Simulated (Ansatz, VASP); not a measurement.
One calculation of Cu, two programs

```
Cu
1.0
    -1.44279    1.44279    1.37608
     1.44279   -1.44279    1.37608
     1.44279    1.44279   -1.37608
Cu
1
Direct
  0.00000 0.00000 0.00000
```

Alike in both runs: task relaxation of cell and atoms; functional PBEsol; k mesh 20 × 20 × 20; occupations gaussian, width 0.1 eV; no spin polarisation.

|  | VASP | Ansatz |
| --- | --- | --- |
| version | VASP 6.6.1 | Ansatz 0.2.0 |
| potentials or method | VASP PAW PBE potentials, release 64 (Cu), cutoff 600 eV | scalar-relativistic, plane waves, PAW |
| valence electrons in the cell | 11 | 19 |

VASP gave:

- gap on the k mesh at the Fermi level, each at its own relaxed structure (eV): none
- relaxed volume (Å³/atom): 11.42
- relaxed cell length with the largest relative difference (Å): 2.459

Which values does Ansatz return?

gap on the k mesh at the Fermi level, each at its own relaxed structure (eV): none; relaxed volume (Å³/atom): 11.36; relaxed cell length with the largest relative difference (Å): 2.455.

VASP's potentials were made for PBE, not for PBEsol. A gap of «none» marks a metal or a gap that the smearing closes. VASP's potentials hold 11 valence electrons a cell and Ansatz's 19, so a difference there can come from the potentials and not from the codes.
